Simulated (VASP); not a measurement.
A run of VASP 6.6.1 is set up as follows.

File INCAR:

```
PREC     = Accurate       # precision mode
ENCUT    = 520            # plane-wave cutoff, eV
EDIFF    = 1E-6           # SCF threshold, eV
ISMEAR   = -1             # smearing method
SIGMA    = 0.1            # smearing width, eV
LREAL    = F              # projectors in reciprocal space
LASPH    = T              # aspherical terms in the spheres
NELM     = 150            # most SCF steps
ALGO     = Normal         # electronic algorithm
ISIF     = 2              # what is computed and relaxed
LWAVE    = F              # write WAVECAR
LCHARG   = T              # write CHGCAR
ISPIN    = 2              # spin polarisation
MAGMOM   = 0.8 -0.8       # initial moments
LORBIT   = 11             # projections on sites
LMAXMIX  = 4              # l up to which the mixer works
GGA      = PS             # functional
LELF     = T              # ELF
LVHAR    = T            
NBANDS   = 21             # bands
```

File KPOINTS:

```
Automatic mesh
0
Gamma
  7 14 14
```

File POSCAR:

```
Ni
1.0
    0.0000000000      3.5359000000      3.5359000000
    1.7679500000      0.0000000000      1.7679500000
    1.7679500000      1.7679500000      0.0000000000
Ni
2
Direct
    0.0000000000      0.0000000000      0.0000000000
    0.5000000000      0.0000000000      0.0000000000
```

Potentials or basis: VASP PAW PBE potentials, release 64 (Ni).

The run is started by

```console
$ cat potpaw_PBE.64/Ni/POTCAR > POTCAR
$ mpirun -np 1 vasp_std > vasp.out
```

(1) Estimate the net moment.

(2) Estimate the pressure.

(3) What does it give for the band gap on the k mesh?

## Answers

(1) 0.00 μB per cell.

(2) -12.8 GPa.

(3) zero (filled and empty bands overlap).

Caveat: the PAW data sets were made with another functional, which shifts forces and pressure a little.
